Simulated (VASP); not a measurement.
# Zn9S8 (a cell with a defect) in VASP: notebook

The runs below take Zn9S8 (a cell with a defect) through single point, with PBEsol, PBEsol+D4.

Everything below comes from runs of VASP 6.6.1. Logs are shortened: lines on timing, memory, paths and dates and some standing lists are left out, and cuts for length are marked.

## Step 1: The cell of the first run

The cell holds a defect, 17 atoms: a = 7.564 Å, b = 6.551 Å, c = 6.208 Å, α = 90.00°, β = 90.00°, γ = 90.00°.

## Step 2: Single point, PBEsol

INCAR

```
SYSTEM = Zn9S8
PREC = Accurate
ENCUT = 520
EDIFF = 1E-7
ISMEAR = -1
SIGMA = 0.05
LREAL = Auto
LASPH = .True.
NELM = 60
ALGO = Normal
ISIF = 2
LWAVE = .False.
LCHARG = .False.
GGA = PS
NBANDS = 92
NELECT = 154.0
```

KPOINTS

```
Automatic mesh
0
Gamma
  2 2 2
  0.5 0.5 0.5
```

POSCAR

```
Zn9S8
1.0
    7.5644940000      0.0000000000      0.0000000000
    0.0000010000      6.5510440000      0.0000000000
    0.0000000000      0.0000000000      6.2076430000
Zn S
9 8
Direct
    0.9984270000      0.3322420000      0.9902420000
    0.4956540000      0.3377640000      0.9977270000
    0.2482500000      0.8288060000      0.0026910000
    0.7451290000      0.8367770000      0.9990050000
    0.2512050000      0.1736970000      0.4899580000
    0.0071810000      0.6617380000      0.5089080000
    0.7543060000      0.1521190000      0.4970180000
    0.4972790000      0.6666680000      0.5034040000
    0.8210610000      0.5390760000      0.6903160000
    0.0034040000      0.3335250000      0.3855470000
    0.5081930000      0.3388830000      0.3661270000
    0.2489720000      0.8341250000      0.3622500000
    0.7587860000      0.8435180000      0.3726870000
    0.2463240000      0.1651190000      0.8702360000
    0.0017060000      0.6758490000      0.8797480000
    0.7567540000      0.1662050000      0.8845660000
    0.5022360000      0.6773580000      0.8876160000
```

Potentials or basis: VASP PAW PBE potentials, release 64 (Zn, S).

The run is started by

```bash
$ cat potpaw_PBE.64/Zn/POTCAR potpaw_PBE.64/S/POTCAR > POTCAR
$ mpirun -np 1 vasp_std > vasp.out
```

OUTCAR:

```text
SYSTEM = Zn9S8
   PREC = Accurate
   ENCUT = 520
   EDIFF = 1E-7
   ISMEAR = -1
   LREAL = Auto
   LASPH = .True.
   NELM = 60
   ISIF = 2
   GGA = PS
   NELECT = 154.0

 ion  position               nearest neighbor table
   1  0.998  0.332  0.990-  16 2.23  14 2.30  15 2.35  10 2.45   9 2.67
   2  0.496  0.338  0.998-  11 2.29  17 2.33  14 2.34  16 2.38
   3  0.248  0.829  0.003-  12 2.23  15 2.25  17 2.28  14 2.35
   4  0.745  0.837  0.999-  17 2.22  16 2.27  13 2.32  15 2.33   9 2.79
   5  0.251  0.174  0.490-  10 2.24  11 2.35  14 2.36  12 2.36
   6  0.007  0.662  0.509-   9 1.97  10 2.28  15 2.30  12 2.33  13 2.38
   7  0.754  0.152  0.497-  13 2.16  10 2.33  11 2.37  16 2.41   9 2.85
   8  0.497  0.667  0.503-  11 2.31  12 2.35  17 2.39  13 2.43   9 2.84
   9  0.821  0.539  0.690-   6 1.97  15 2.01   1 2.67  10 2.70  16 2.77   4 2.79   8 2.84  13 2.84
                             7 2.85  17 2.85
  10  0.003  0.334  0.386-   5 2.24   6 2.28   7 2.33   1 2.45   9 2.70
  11  0.508  0.339  0.366-   2 2.29   8 2.31   5 2.35   7 2.37
  12  0.249  0.834  0.362-   3 2.23   6 2.33   8 2.35   5 2.36
  13  0.759  0.844  0.373-   7 2.16   4 2.32   6 2.38   8 2.43   9 2.84
  14  0.246  0.165  0.870-   1 2.30   2 2.34   3 2.35   5 2.36
  15  0.002  0.676  0.880-   9 2.01   3 2.25   6 2.30   4 2.33   1 2.35
  16  0.757  0.166  0.885-   1 2.23   4 2.27   2 2.38   7 2.41   9 2.77
  17  0.502  0.677  0.888-   4 2.22   3 2.28   2 2.33   8 2.39   9 2.85

  LATTYP: Found a simple orthorhombic cell.
 ALAT       =     6.2076430000
 B/A-ratio  =     1.0553190639
 C/A-ratio  =     1.2185774859

  Lattice vectors:

 A1 = (   0.0000000000,   0.0000000000,  -6.2076430000)
 A2 = (   0.0000010000,   6.5510440000,   0.0000000000)
 A3 = (   7.5644940000,   0.0000000000,   0.0000000000)

Analysis of symmetry for initial positions (statically):
=====================================================================
 Subroutine PRICEL returns:
 Original cell was already a primitive cell.

 Routine SETGRP: Setting up the symmetry group for a
 simple orthorhombic supercell.

 Subroutine GETGRP returns: Found  1 space group operations
 (whereof  1 operations were pure point group operations)
 out of a pool of  8 trial point group operations.

The static configuration has the point symmetry C_1 .

Analysis of symmetry for dynamics (positions and initial velocities):
=====================================================================
 Subroutine PRICEL returns:
 Original cell was already a primitive cell.

 Routine SETGRP: Setting up the symmetry group for a
 simple orthorhombic supercell.

 Subroutine GETGRP returns: Found  1 space group operations
 (whereof  1 operations were pure point group operations)
 out of a pool of  8 trial point group operations.

The dynamic configuration has the point symmetry C_1 .

 Subroutine INISYM returns: Found  1 space group operations
 (whereof  1 operations are pure point group operations),
 and found     1 'primitive' translations

----------------------------------------------------------------------------------------

                                     Primitive cell

  volume of cell :     307.6218

  direct lattice vectors                    reciprocal lattice vectors
     7.564494000  0.000000000  0.000000000     0.132196549 -0.000000020  0.000000000
     0.000001000  6.551044000  0.000000000     0.000000000  0.152647425  0.000000000
     0.000000000  0.000000000  6.207643000     0.000000000  0.000000000  0.161091738

  length of vectors
     7.564494000  6.551044000  6.207643000     0.132196549  0.152647425  0.161091738

  position of ions in fractional coordinates (direct lattice)
     0.998427000  0.332242000  0.990242000
     0.495654000  0.337764000  0.997727000
     0.248250000  0.828806000  0.002691000
     0.745129000  0.836777000  0.999005000
     0.251205000  0.173697000  0.489958000
     0.007181000  0.661738000  0.508908000
[... 9 lines left out ...]
     0.756754000  0.166205000  0.884566000
     0.502236000  0.677358000  0.887616000

  ion indices of the primitive-cell ions
   primitive index   ion index
                 1           1
                 2           2
                 3           3
                 4           4
                 5           5
                 6           6
[... 9 lines left out ...]
                16          16
                17          17

----------------------------------------------------------------------------------------

 KPOINTS: Automatic mesh

Automatic generation of k-mesh.
 Grid dimensions read from file:
 generate k-points for:    2    2    2

 Generating k-lattice:

  Cartesian coordinates                     Fractional coordinates (reciprocal lattice)
     0.066098274 -0.000000010  0.000000000     0.500000000  0.000000000  0.000000000
     0.000000000  0.076323713  0.000000000     0.000000000  0.500000000  0.000000000
     0.000000000  0.000000000  0.080545869     0.000000000  0.000000000  0.500000000

  Length of vectors
     0.066098274  0.076323713  0.080545869

  Shift w.r.t. Gamma in fractional coordinates (k-lattice)
     0.500000000  0.500000000  0.500000000

 Subroutine IBZKPT returns following result:
 ===========================================

 Found      4 irreducible k-points:

 Following reciprocal coordinates:
            Coordinates               Weight
  0.250000  0.250000  0.250000      2.000000
 -0.250000 -0.250000  0.250000      2.000000
 -0.250000  0.250000 -0.250000      2.000000
  0.250000 -0.250000 -0.250000      2.000000
   k-points           NKPTS =      4   k-points in BZ     NKDIM =      4   number of bands    NBANDS=     92
   number of dos      NEDOS =    301   number of ions     NIONS =     17
   total plane-waves  NPLWV = 134400
   dimension x,y,z NGX =    56 NGY =   50 NGZ =   48
   dimension x,y,z NGXF=   112 NGYF=  100 NGZF=   96
   ions per type =               9   8
   NGX,Y,Z   is equivalent  to a cutoff of  12.31, 12.69, 12.85 a.u.
   NGXF,Y,Z  is equivalent  to a cutoff of  24.61, 25.38, 25.71 a.u.
 SYSTEM =  Zn9S8
   PREC   = accura    normal or accurate (medium, high low for compatibility)
   ISTART =      0    job   : 0-new  1-cont  2-samecut
   ICHARG =      2    charge: 1-file 2-atom 10-const
   ISPIN  =      1    spin polarized calculation?
   LNONCOLLINEAR =      F non collinear calculations
   LSORBIT =      F    spin-orbit coupling
   LASPH  =      T    aspherical Exc in radial PAW
   ENCUT  =  520.0 eV  38.22 Ry    6.18 a.u.  14.06 12.18 11.54*2*pi/ulx,y,z
   NELM   =     60;   NELMIN=  2; NELMDL= -5     # of ELM steps
   EDIFF  = 0.1E-06   stopping-criterion for ELM
   LREAL  =      T    real-space projection
   EDIFFG = 0.1E-05   stopping-criterion for IOM
   NSW    =      0    number of steps for IOM
   IBRION =     -1    ionic relax: 0-MD 1-quasi-New 2-CG
   NFREE  =      0    steps in history (QN), initial steepest desc. (CG)
   ISIF   =      2    stress and relaxation
   ISYM   =      2    0-nonsym 1-usesym 2-fastsym
   POTIM  = 0.5000    time-step for ionic-motion
   TEBEG  =    0.0;   TEEND  =   0.0 temperature during run
   PSTRESS=    0.0 pullay stress
   NELECT =     154.0000    total number of electrons
   NUPDOWN=      -1.0000    fix difference up-down
   EMIN   =  10.00;   EMAX   =-10.00  energy-range for DOS
   EFERMI =   0.00;   METHOD = LEGACY
   ISMEAR =    -1;   SIGMA  =   0.05  broadening in eV -4-tet -1-fermi 0-gaus
   EFERMI_NEDOS =   21; number of points for ismear=-14 and -15
   IALGO  =     38    algorithm
   IMIX   =      4    mixing-type and parameters
     AMIX     =   0.40;   BMIX     =  1.00
     AMIX_MAG =   1.60;   BMIX_MAG =  1.00
  volume/ion in A,a.u.               =      18.10       122.11
  Fermi-wavevector in a.u.,A,eV,Ry     =   1.299898  2.456452 22.990247  1.689735
  Thomas-Fermi vector in A             =   2.431132
   LORBIT       =      0    0 simple, 1 ext, 2 COOP (PROOUT), +10 PAW based schemes
   GGA     = PS    functional components
   LHFCALC =     F    Hartree Fock is set to
   AEXX    =    0.0000 exact exchange contribution
   IVDW    =     0    specifies the selected vdW correction
   LEPSILON=     F    determine dielectric tensor
   LRPA    =     F    only Hartree local field effects (RPA)
 non-spin polarized calculation
  energy-cutoff  :      520.00
  volume of cell :      307.62
 maximum number of plane-waves:      8291
   NGX = 29   NGY = 25   NGZ = 23

 number of electron     153.9999977 magnetization

 Free energy of the ion-electron system (eV)
  ---------------------------------------------------
  ext. energy  EPLUGINS =         0.00000000
  ---------------------------------------------------
  free energy    TOTEN  =       -65.34821155 eV

  energy without entropy =      -65.34821153  energy(sigma->0) =      -65.34821154

 E-fermi :   3.0669     XC(G=0): -10.1489

 val. band max:        2.1245780895   @ k =  -0.2500   0.2500  -0.2500
 cond. band min:       3.9762327479   @ k =   0.2500  -0.2500  -0.2500
 fundamental gap:      1.8516546583
 Fermi energy:         3.0669311814

 k-point     1 :       0.2500    0.2500    0.2500
  band No.  band energies     occupation
      1     -11.8146      2.00000
      2     -10.4768      2.00000
      3     -10.1707      2.00000
      4      -9.9855      2.00000
      5      -9.8346      2.00000
      6      -9.5818      2.00000
[... 81 lines left out ...]
     88       7.9115      0.00000
     89       8.2757      0.00000

 k-point     2 :      -0.2500   -0.2500    0.2500
  band No.  band energies     occupation
      1     -11.8163      2.00000
      2     -10.4494      2.00000
      3     -10.1759      2.00000
      4     -10.0173      2.00000
      5      -9.8307      2.00000
      6      -9.5809      2.00000
[... 81 lines left out ...]
     88       7.9263      0.00000
     89       8.2025      0.00000

 k-point     3 :      -0.2500    0.2500   -0.2500
  band No.  band energies     occupation
      1     -11.8162      2.00000
      2     -10.4587      2.00000
      3     -10.1493      2.00000
      4     -10.0272      2.00000
      5      -9.8424      2.00000
      6      -9.5732      2.00000
[... 81 lines left out ...]
     88       7.9786      0.00000
     89       8.0571      0.00000

 k-point     4 :       0.2500   -0.2500   -0.2500
  band No.  band energies     occupation
      1     -11.8155      2.00000
      2     -10.4582      2.00000
      3     -10.1887      2.00000
      4      -9.9850      2.00000
      5      -9.8509      2.00000
      6      -9.5631      2.00000
[... 81 lines left out ...]
     88       7.9646      0.00000
     89       7.9977      0.00000
 [bands above 89 left out]

------------------------ aborting loop because EDIFF is reached ----------------------------------------

  FORCE on cell =-STRESS in cart. coord.  units (eV):
  Direction    XX          YY          ZZ          XY          YZ          ZX
  --------------------------------------------------------------------------------------
  -------------------------------------------------------------------------------------
  Total       -3.8794868     -8.6708088     -6.7495045      6.2718765      0.9406927     -0.0891024
  in kB      -20.2054129    -45.1599091    -35.1532388     32.6656230      4.8993813     -0.4640692
  external PRESSURE =     -33.5061869 kB  Pullay stress =       0.0000000 kB

 VOLUME and BASIS-vectors are now :
 -----------------------------------------------------------------------------
  energy-cutoff  :      520.00
  volume of cell :      307.62
      direct lattice vectors                 reciprocal lattice vectors
     7.564494000  0.000000000  0.000000000     0.132196549 -0.000000020  0.000000000
     0.000001000  6.551044000  0.000000000     0.000000000  0.152647425  0.000000000
     0.000000000  0.000000000  6.207643000     0.000000000  0.000000000  0.161091738

 POSITION                                       TOTAL-FORCE (eV/Angst)
 -----------------------------------------------------------------------------------
      7.55260      2.17653      6.14707         0.888932     -0.444572      1.047642
      3.74937      2.21271      6.19353        -0.150215     -0.360071     -0.007143
      1.87789      5.42954      0.01670         0.560748      1.104752      0.042697
      5.63652      5.48176      6.20147         0.100198      0.366083      0.797890
      1.90024      1.13790      3.04148         0.667185     -0.311158      0.350629
      0.05432      4.33507      3.15912         4.890016      3.237363     -4.701786
[... 9 lines left out ...]
      5.72446      1.08882      5.49107        -0.753466      0.701743     -0.766198
      3.79916      4.43740      5.51000         0.202383     -0.746770     -1.050731
 -----------------------------------------------------------------------------------
    total drift:                                0.000012     -0.004221     -0.003769

  FREE ENERGIE OF THE ION-ELECTRON SYSTEM (eV)
  ---------------------------------------------------
  free  energy   TOTEN  =       -65.3482115476 eV

  energy  without entropy=      -65.3482115253  energy(sigma->0) =      -65.34821154
```

Run time: 1.8 min. Hardware: 1 thread of Intel Xeon 6975P-C (Granite Rapids), shared host; peak memory 0.36 GiB.

What came out:

| Quantity | Value |
| --- | --- |
| Free energy | -65.3482 eV |
| Largest force | 8.391 eV/Å |

Forces on the atoms (eV/Å):
```
Zn   0.889 -0.445  1.048
Zn  -0.150 -0.360 -0.007
Zn   0.561  1.105  0.043
Zn   0.100  0.366  0.798
Zn   0.667 -0.311  0.351
Zn   4.890  3.237 -4.702
Zn  -0.365  0.910  0.347
Zn  -0.225  0.265 -0.328
Zn  -7.145 -4.341  0.715
S   -0.569  0.241 -0.602
S    0.034 -0.227  0.666
S   -0.024 -0.131  0.969
S   -0.202 -1.480  0.154
S    0.260  0.045  0.007
S    1.829  1.169  2.357
S   -0.753  0.702 -0.766
S    0.202 -0.747 -1.051
```

Caveat: the cell carries a net charge on a neutralising background, which shifts energy and pressure; the cell is charged against a uniform background, so pressure and absolute levels hang on convention; the PAW data sets were made with another functional, which shifts forces and pressure a little.

## Step 3: Single point, PBEsol

INCAR

```
SYSTEM = Zn9S8
  PREC = Accurate
  ENCUT = 520
  EDIFF = 1E-7
  ISMEAR = 1
  SIGMA = 0.05
  LREAL = Auto
  LASPH = .True.
  NELM = 80
  ALGO = Normal
  ISIF = 2
  LWAVE = .False.
  LCHARG = .False.
  GGA = PS
  NELECT = 154.0
  NBANDS = 92
```

KPOINTS is that of step 2.

POSCAR is that of step 2.

Potentials or basis: VASP PAW PBE potentials, release 64 (Zn, S).

The run is started by

```bash
$ cat potpaw_PBE.64/Zn/POTCAR potpaw_PBE.64/S/POTCAR > POTCAR
$ mpirun -np 1 vasp_std > vasp.out
```

Run time: 2.7 min. Hardware: 1 thread of Intel Xeon 6975P-C (Granite Rapids), shared host; peak memory 0.36 GiB.

It converged, with:

* Free energy: -65.3454 eV
* Largest force: 8.391 eV/Å

Forces on the atoms (eV/Å):
```
Zn   0.889 -0.443  1.047
Zn  -0.151 -0.358 -0.007
Zn   0.561  1.106  0.042
Zn   0.100  0.365  0.798
Zn   0.663 -0.314  0.351
Zn   4.888  3.237 -4.701
Zn  -0.368  0.909  0.347
Zn  -0.228  0.265 -0.328
Zn  -7.146 -4.341  0.716
S   -0.567  0.241 -0.602
S    0.039 -0.227  0.667
S   -0.021 -0.129  0.969
S   -0.198 -1.480  0.154
S    0.259  0.045  0.007
S    1.829  1.170  2.357
S   -0.753  0.702 -0.766
S    0.203 -0.748 -1.051
```

Levels at points of the mesh, in eV from the Fermi level:
| k point | band 74 | band 75 | band 76 | band 77 | band 78 | band 79 | band 80 | band 81 |
| --- | --- | --- | --- | --- | --- | --- | --- | --- |
| (0.25, 0.25, 0.25) | -0.69 | -0.60 | -0.21 | -0.04 | 1.83 | 3.77 | 3.93 | 4.19 |

Caveat: the cell carries a net charge on a neutralising background, which shifts energy and pressure; the cell is charged against a uniform background, so pressure and absolute levels hang on convention; the PAW data sets were made with another functional, which shifts forces and pressure a little.

(Continued in part 2 of 2.)
